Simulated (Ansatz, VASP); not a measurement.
**ZnO: VASP beside Ansatz**

Contents of INCAR:

```
SYSTEM = ZnO
ALGO = Normal ; EDIFF = 1E-7
ENCUT = 520 ; GGA = PS
ISIF = 2 ; ISMEAR = 0
LASPH = .True. ; LCHARG = .True.
LELF = .True. ; LREAL = .False.
LVHAR = .True. ; LWAVE = .False.
NBANDS = 26 ; NELM = 80
PREC = Accurate ; SIGMA = 0.1
```

The input KPOINTS:

```
k-points
0
Gamma
  9 9 5
  0 0 0
```

Contents of POSCAR:

```
ZnO
1.0
    3.2493080000      0.0000000000      0.0000000000
   -1.6246540000      2.8139832727      0.0000000000
    0.0000000000      0.0000000000      5.2057090000
Zn O
2 2
Direct
    0.6666666667      0.3333333333      0.0000000000
    0.3333333333      0.6666666667      0.5000000000
    0.3333333333      0.6666666667      0.8790100000
    0.6666666667      0.3333333333      0.3790100000
```

input.yaml

```yaml
crystal:
  lattice:
    - [3.249308, 0.0, 0.0]
    - [-1.624654, 2.8139832727, 0.0]
    - [0.0, 0.0, 5.205709]
  atoms:
    - { symbol: Zn, position: [0.6666666667, 0.3333333333, 0.0] }
    - { symbol: Zn, position: [0.3333333333, 0.6666666667, 0.5] }
    - { symbol: O, position: [0.3333333333, 0.6666666667, 0.87901] }
    - { symbol: O, position: [0.6666666667, 0.3333333333, 0.37901] }
hamiltonian:
  xc: pbesol
  pseudopotentials: { kind: paw }
kpoints:
  mp_grid: { grid: [9, 9, 5] }
scf:
  occupations: { method: gaussian, width: 0.1 }
output:
  forces: true
  stress: true
  eigenvalues: true
```

Alike in both runs: task single point; functional PBEsol; k mesh 9 × 9 × 5; occupations gaussian, width 0.1 eV; no spin polarisation.

|  | VASP | Ansatz |
| --- | --- | --- |
| version | VASP 6.6.1 | Ansatz 0.2.0 |
| potentials or method | VASP PAW PBE potentials, release 64 (Zn, O) | Ansatz PAW |
| plane-wave cutoff (eV) | 520 | 420 |
| valence electrons in the cell | 36 | 36 |

|  | VASP | Ansatz | Ansatz less VASP |
| --- | --- | --- | --- |
| gap on the k mesh at the Fermi level (eV) | 0.69 | 0.70 | +0.014 |
| least direct gap on the mesh (eV) | 0.69 | 0.70 | +0.014 |
| pressure (GPa) | -0.5 | -1.4 | -0.96 |
| traceless stress, the component that is largest in VASP (GPa) | 1.15 | 1.10 | -0.045 |
| rms of the force components (eV/Å) | 0.038 | 0.036 | -0.0020 |

VASP's potentials were made for PBE, not for PBEsol. Atom by atom the forces differ by 0.002 eV/Å (rms over components). With one functional, cell and mesh, what is left measures potentials, basis and numerics.

Noted on Ansatz's run: odd divisions of the mesh miss points on the zone boundary, where band edges often lie, so the gap on the mesh can be too wide.
